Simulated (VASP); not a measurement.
Here is a VASP 6.6.1 calculation.

File INCAR:

```
  AGGAC = 1.0
  AGGAX = 1.0
  ALDAC = 0.0
  ALDAX = 1.0
  ALGO = Normal
  EDIFF = 1E-6
  ENCUT = 520
  GGA = B5
  ISIF = 2
  ISMEAR = -1
  LASPH = T
  LCHARG = F
  LREAL = F
  LWAVE = F
  NBANDS = 20
  NELM = 80
  PREC = Accurate
  SIGMA = 0.1
```

The input KPOINTS:

```
k-points
0
Gamma
  17 17 9
```

File POSCAR:

```
In
1.0
    3.5600407404      0.0000000000      0.0000000000
   -1.7800203702      3.0830857197      0.0000000000
    0.0000000000      0.0000000000      5.7212994376
In
2
Direct
    0.3333333333      0.6666666667      0.2500000000
    0.6666666667      0.3333333333      0.7500000000
```

Potentials or basis: VASP PAW PBE potentials, release 64 (In_d).

The run is started by

```console
$ cat potpaw_PBE.64/In_d/POTCAR > POTCAR
$ mpirun -np 1 vasp_std > vasp.out
```

(1) Predict the pressure.

(2) What does it give for the band gap on the k mesh?

Answers

(1) 0.0 GPa.

(2) zero (bands 13 and 14 overlap by 4.21 eV).

Caveat: the PAW data sets were made with another functional, which shifts forces and pressure a little; spin-orbit coupling is left out, which moves the levels of the heavy elements.
